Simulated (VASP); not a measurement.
# CaO (Lime) (Fm-3m) in VASP: single point with PBE

Aim: the single point of CaO (Lime) with PBE.

Program: VASP 6.6.1. These are calculated values, not measurements. Logs are shortened: lines on timing, memory, paths and dates and some standing lists are left out, and cuts for length are marked.

### Step 1. The cell of the first run

Symmetry: Fm-3m, No. 225, cubic system. Conventional cell: a = 4.813 Å, b = 4.813 Å, c = 4.813 Å, α = 90.00°, β = 90.00°, γ = 90.00°. Ca (site symmetry m-3m) has 6 O at 2.41 Å within 3.2 Å. Within 3.2 Å of O (site symmetry m-3m) lie 6 Ca at 2.41 Å.

### Step 2. Single point, PBE

INCAR reads:

```
ALGO = Normal
EDIFF = 1E-6
ENCUT = 600
GGA = PE
GGA_COMPAT = False
ISIF = 2
ISMEAR = 0
LASPH = True
LCHARG = False
LREAL = False
LWAVE = False
NBANDS = 15
NELM = 120
PREC = Accurate
SIGMA = 0.01
```

KPOINTS reads:

```
k-points
0
Gamma
  6 6 6
```

POSCAR reads:

```
CaO
1.0
    3.4033050000      0.0000000000      0.0000000000
    1.7016525000      2.9473485868      0.0000000000
    1.7016525000      0.9824495289      2.7787868964
Ca O
1 1
Direct
    0.0000000000      0.0000000000      0.0000000000
    0.5000000000      0.5000000000      0.5000000000
```

Potentials or basis: VASP PAW PBE potentials, release 64 (Ca_sv, O).

Run with:

```bash
$ cat potpaw_PBE.64/Ca_sv/POTCAR potpaw_PBE.64/O/POTCAR > POTCAR
$ mpirun -np 1 vasp_std > vasp.out
```

OUTCAR:

```text
EDIFF = 1E-6
   ENCUT = 600
   GGA = PE
   ISIF = 2
   ISMEAR = 0
   LASPH = True
   LREAL = False
   NELM = 120
   PREC = Accurate

 ion  position               nearest neighbor table
   1  0.000  0.000  0.000-   2 2.41   2 2.41   2 2.41   2 2.41   2 2.41   2 2.41
   2  0.500  0.500  0.500-   1 2.41   1 2.41   1 2.41   1 2.41   1 2.41   1 2.41

  LATTYP: Found a face centered cubic cell.
 ALAT       =     4.8130000879

  Lattice vectors:

 A1 = (   3.4033050000,   0.0000000000,   0.0000000000)
 A2 = (   1.7016525000,   2.9473485868,   0.0000000000)
 A3 = (   1.7016525000,   0.9824495289,   2.7787868964)

Analysis of symmetry for initial positions (statically):
=====================================================================
 Subroutine PRICEL returns:
 Original cell was already a primitive cell.

 Routine SETGRP: Setting up the symmetry group for a
 face centered cubic supercell.

 Subroutine GETGRP returns: Found 48 space group operations
 (whereof 48 operations were pure point group operations)
 out of a pool of 48 trial point group operations.

The static configuration has the point symmetry O_h .

Analysis of symmetry for dynamics (positions and initial velocities):
=====================================================================
 Subroutine PRICEL returns:
 Original cell was already a primitive cell.

 Routine SETGRP: Setting up the symmetry group for a
 face centered cubic supercell.

 Subroutine GETGRP returns: Found 48 space group operations
 (whereof 48 operations were pure point group operations)
 out of a pool of 48 trial point group operations.

The dynamic configuration has the point symmetry O_h .

 Subroutine INISYM returns: Found 48 space group operations
 (whereof 48 operations are pure point group operations),
 and found     1 'primitive' translations

----------------------------------------------------------------------------------------

                                     Primitive cell

  volume of cell :      27.8733

  direct lattice vectors                    reciprocal lattice vectors
     3.403305000  0.000000000  0.000000000     0.293832025 -0.169643999 -0.119956422
     1.701652500  2.947348587  0.000000000     0.000000000  0.339287998 -0.119956422
     1.701652500  0.982449529  2.778786896     0.000000000  0.000000000  0.359869266

  length of vectors
     3.403305000  3.403305000  3.403305000     0.359869266  0.359869266  0.359869266

  position of ions in fractional coordinates (direct lattice)
     0.000000000  0.000000000  0.000000000
     0.500000000  0.500000000  0.500000000
[... 78 lines left out ...]
   PSTRESS=    0.0 pullay stress
   NELECT =      16.0000    total number of electrons
   NUPDOWN=      -1.0000    fix difference up-down
   EMIN   =  10.00;   EMAX   =-10.00  energy-range for DOS
   EFERMI =   0.00;   METHOD = LEGACY
   ISMEAR =     0;   SIGMA  =   0.01  broadening in eV -4-tet -1-fermi 0-gaus
   EFERMI_NEDOS =   21; number of points for ismear=-14 and -15
   IALGO  =     38    algorithm
   IMIX   =      4    mixing-type and parameters
     AMIX     =   0.40;   BMIX     =  1.00
     AMIX_MAG =   1.60;   BMIX_MAG =  1.00
  volume/ion in A,a.u.               =      13.94        94.05
  Fermi-wavevector in a.u.,A,eV,Ry     =   1.360564  2.571093 25.186210  1.851134
  Thomas-Fermi vector in A             =   2.487215
   LORBIT       =      0    0 simple, 1 ext, 2 COOP (PROOUT), +10 PAW based schemes
   GGA     = PE    functional components
   LHFCALC =     F    Hartree Fock is set to
   AEXX    =    0.0000 exact exchange contribution
   IVDW    =     0    specifies the selected vdW correction
   LEPSILON=     F    determine dielectric tensor
   LRPA    =     F    only Hartree local field effects (RPA)
 non-spin polarized calculation
 Gauss-broadening in eV      SIGMA  =   0.01
  energy-cutoff  :      600.00
  volume of cell :       27.87
 maximum number of plane-waves:       941
   NGX = 13   NGY = 13   NGZ = 13

 number of electron      15.9999998 magnetization

 Free energy of the ion-electron system (eV)
  ---------------------------------------------------
  ext. energy  EPLUGINS =         0.00000000
  ---------------------------------------------------
  free energy    TOTEN  =       -12.80490910 eV

  energy without entropy =      -12.80490910  energy(sigma->0) =      -12.80490910

 E-fermi :   2.4187     XC(G=0): -10.4551

 val. band max:        2.3259091127   @ k =   0.0000   0.0000   0.0000
 cond. band min:       5.9630306889   @ k =   0.5000   0.5000   0.0000
 fundamental gap:      3.6371215762
 Fermi energy:         2.4186844869

 k-point     1 :       0.0000    0.0000    0.0000
  band No.  band energies     occupation
      1     -35.3279      2.00000
      2     -16.0951      2.00000
      3     -16.0951      2.00000
      4     -16.0951      2.00000
      5     -13.1987      2.00000
      6       2.3259      2.00000
      7       2.3259      2.00000
      8       2.3259      2.00000
      9       7.0061      0.00000
     10       8.5413      0.00000
     11       8.5413      0.00000
     12       8.5413      0.00000
     13      10.0379      0.00000
     14      10.0379      0.00000
[... 257 lines left out ...]
      2     -16.5977      2.00000
      3     -16.4690      2.00000
      4     -16.4134      2.00000
      5     -12.6717      2.00000
      6       1.1140      2.00000
      7       1.2570      2.00000
      8       1.5174      2.00000
      9       7.3427      0.00000
     10       9.9758      0.00000
     11      10.6339      0.00000
     12      11.8360      0.00000
     13      11.9947      0.00000
     14      15.2047      0.00000
     15      15.9231      0.00000

------------------------ aborting loop because EDIFF is reached ----------------------------------------

  FORCE on cell =-STRESS in cart. coord.  units (eV):
  Direction    XX          YY          ZZ          XY          YZ          ZX
  --------------------------------------------------------------------------------------
  -------------------------------------------------------------------------------------
  Total        0.2868628      0.2868628      0.2868628     -0.0000000     -0.0000000      0.0000000
  in kB       16.4891077     16.4891077     16.4891077     -0.0000000     -0.0000000      0.0000000
  external PRESSURE =      16.4891077 kB  Pullay stress =       0.0000000 kB

 VOLUME and BASIS-vectors are now :
 -----------------------------------------------------------------------------
  energy-cutoff  :      600.00
  volume of cell :       27.87
      direct lattice vectors                 reciprocal lattice vectors
     3.403305000  0.000000000  0.000000000     0.293832025 -0.169643999 -0.119956422
     1.701652500  2.947348587  0.000000000     0.000000000  0.339287998 -0.119956422
     1.701652500  0.982449529  2.778786896     0.000000000  0.000000000  0.359869266

 POSITION                                       TOTAL-FORCE (eV/Angst)
 -----------------------------------------------------------------------------------
      0.00000      0.00000      0.00000        -0.000000     -0.000000      0.000000
      3.40331      1.96490      1.38939         0.000000      0.000000      0.000000
 -----------------------------------------------------------------------------------
    total drift:                                0.000000      0.000000      0.000000

  FREE ENERGIE OF THE ION-ELECTRON SYSTEM (eV)
  ---------------------------------------------------
  free  energy   TOTEN  =       -12.8049090962 eV

  energy  without entropy=      -12.8049090962  energy(sigma->0) =      -12.80490910
```

OSZICAR:

```text
N       E                     dE             d eps       ncg     rms          rms(c)
DAV:   1     0.129494206860E+03    0.12949E+03   -0.89736E+03   480   0.120E+03
DAV:   2    -0.881180679651E+01   -0.13831E+03   -0.12984E+03   599   0.306E+02
DAV:   3    -0.143433787814E+02   -0.55316E+01   -0.54776E+01   585   0.613E+01
DAV:   4    -0.145129209123E+02   -0.16954E+00   -0.16948E+00   652   0.962E+00
DAV:   5    -0.145150350959E+02   -0.21142E-02   -0.21142E-02   558   0.973E-01    0.856E+00
DAV:   6    -0.128805637463E+02    0.16345E+01   -0.50938E+00   544   0.220E+01    0.360E+00
DAV:   7    -0.128083639232E+02    0.72200E-01   -0.42212E-01   544   0.666E+00    0.180E+00
DAV:   8    -0.128058668273E+02    0.24971E-02   -0.77379E-02   613   0.300E+00    0.427E-01
DAV:   9    -0.128042596231E+02    0.16072E-02   -0.50004E-03   487   0.588E-01    0.110E-01
DAV:  10    -0.128049347917E+02   -0.67517E-03   -0.77629E-04   586   0.252E-01    0.425E-02
DAV:  11    -0.128049095223E+02    0.25269E-04   -0.56955E-05   578   0.880E-02    0.798E-03
DAV:  12    -0.128049090962E+02    0.42607E-06   -0.80147E-06   557   0.260E-02
   1 F= -.12804909E+02 E0= -.12804909E+02  d E =-.325940E-41
```

stdout:

```text
POSCAR found type information on POSCAR CaO
 POSCAR found :  2 types and       2 ions
 scaLAPACK will be used
 LDA part: xc-table for (Slater+PW92), standard interpolation
 POSCAR, INCAR and KPOINTS ok, starting setup
 FFT: planning ... GRIDC
 FFT: planning ... GRID_SOFT
 FFT: planning ... GRID
 WAVECAR not read
 entering main loop
```

It took 6.4 s on 1 thread of Intel Xeon Platinum 8488C (Sapphire Rapids), shared host; peak memory 0.15 GiB.

Results:

```yaml
Free_energy: -12.8049 eV
Pressure: 1.6 GPa
Band_gap_on_the_k_mesh: 3.64 eV, indirect (least direct gap 4.01 eV)
```
